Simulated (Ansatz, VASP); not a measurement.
# InSe: VASP beside Ansatz

```
In Se
1.0
     5.88845   -2.11368   -0.03813
     5.84735    1.99632   -0.07923
    -1.64265   -0.02724    4.33965
In Se
2 2
Direct
  0.88400 0.88400 0.00500
  0.11600 0.11600 0.99500
  0.66000 0.66000 0.64200
  0.34000 0.34000 0.35800
```

Change from the starting cell: equal xy, yz and zx shear strains of -2 %.

Alike in both runs: task single point; functional PBEsol; k mesh 7 × 7 × 6; occupations fermi-dirac, width 0.02 eV; no spin polarisation.

|  | VASP | Ansatz |
| --- | --- | --- |
| version | VASP 6.6.1 | Ansatz 0.2.0 |
| potentials or method | VASP PAW PBE potentials, release 64 (In_d, Se), cutoff 520 eV | all-electron LAPW, scalar-relativistic |

VASP gave:

| Item | Value |
| --- | --- |
| gap on the k mesh at the Fermi level (eV) | 0.97 |
| pressure (GPa) | 0.2 |
| traceless stress, the component that is largest in VASP (GPa) | 3.23 |
| rms of the force components (eV/Å) | 0.433 |

Task: What did Ansatz give for the same quantities?

Result: gap on the k mesh at the Fermi level (eV): 0.98; pressure (GPa): 0.1; traceless stress, the component that is largest in VASP (GPa): 3.20; rms of the force components (eV/Å): 0.431.

VASP's potentials were made for PBE, not for PBEsol. Atom by atom the forces differ by 0.010 eV/Å (rms over components). Ansatz ran all-electron here, and VASP with PAW potentials.
